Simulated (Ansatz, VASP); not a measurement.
# MgS: VASP beside Ansatz

```
CELL_PARAMETERS angstrom
0.00000 2.39352 2.80978
2.39352 0.00000 2.80978
2.39352 2.39352 0.00000
ATOMIC_POSITIONS crystal
Mg 0.00000 0.00000 0.00000
S 0.50000 0.50000 0.50000
```

Change from the starting cell: strain -0.080 along x and y, +0.080 along z, atoms carried along.

Alike in both runs: task single point; functional PBE; k mesh 8 × 8 × 8; occupations gaussian, width 0.05 eV; no spin polarisation.

|  | VASP | Ansatz |
| --- | --- | --- |
| version | VASP 6.6.1 | Ansatz 0.2.0 |
| potentials or method | VASP PAW PBE potentials, release 64 (Mg, S), cutoff 520 eV | scalar-relativistic, plane waves, PAW |
| valence electrons in the cell | 8 | 16 |

VASP gave:

* gap on the k mesh at the Fermi level (eV): 2.68
* least direct gap on the mesh (eV): 4.16
* pressure (GPa): 14.3
* traceless stress, the component that is largest in VASP (GPa): -15.70

Question: Which values does Ansatz return?

Answer: gap on the k mesh at the Fermi level (eV): 2.68; least direct gap on the mesh (eV): 4.17; pressure (GPa): 14.5; traceless stress, the component that is largest in VASP (GPa): -15.72.

VASP's potentials hold 8 valence electrons a cell and Ansatz's 16, so a difference there can come from the potentials and not from the codes.
